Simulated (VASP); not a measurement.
Write the native input for VASP 6.6.1 that does the following.

```
Task                   : single point
Functional             : PBE
Potentials or basis    : VASP PAW PBE potentials, release 64 (Sn_d, Si, O)
Cutoff                 : 520 eV
k mesh                 : 6 × 6 × 8
Occupations            : fermi-dirac, width 0.02 eV
Spin                   : no spin polarisation
Dipole correction      : no
Further INCAR settings : ALGO = Normal; EDIFF = 1e-06; NBANDS = 30
```

The structure of SiSnO4 lies in POSCAR:

```
SiSnO4
1.0
    3.2108761448     -3.1251266162      0.0000000000
    3.2108761448      3.1251266162      0.0000000000
    0.0000000000      0.0000000000      2.9445852737
Sn Si O
1 1 4
Direct
    0.5000000000      0.5000000000      0.5000000000
    0.0000000000      0.0000000000      0.0000000000
    0.1775772535      0.1775772535      0.5000000000
    0.8224227465      0.8224227465      0.5000000000
    0.7194821305      0.2805178695      0.0000000000
    0.2805178695      0.7194821305      0.0000000000
```

One way to write it, as run:

INCAR

```
  ALGO = Normal
  EDIFF = 1E-6
  ENCUT = 520
  GGA = PE
  ISIF = 2
  ISMEAR = -1
  LASPH = True
  LCHARG = False
  LREAL = False
  LWAVE = False
  NBANDS = 30
  NELM = 100
  PREC = Accurate
  SIGMA = 0.02
```

KPOINTS

```
k-points
0
Gamma
  6 6 8
```

Potentials or basis: VASP PAW PBE potentials, release 64 (Sn_d, Si, O).

Command:

```bash
$ cat potpaw_PBE.64/Sn_d/POTCAR potpaw_PBE.64/Si/POTCAR potpaw_PBE.64/O/POTCAR > POTCAR
$ mpirun -np 1 vasp_std > vasp.out
```

Results of the run:

The pressure is 9.1 GPa and the largest force is 0.180 eV/Å. The band gap on the k mesh is 2.27 eV, direct.

Caveat: spin-orbit coupling is left out, which moves the levels of the heavy elements.

It took 110 s on 1 thread of Oxide Virtual Turin-like Processor, with other jobs on the host, peak memory 0.22 GiB.
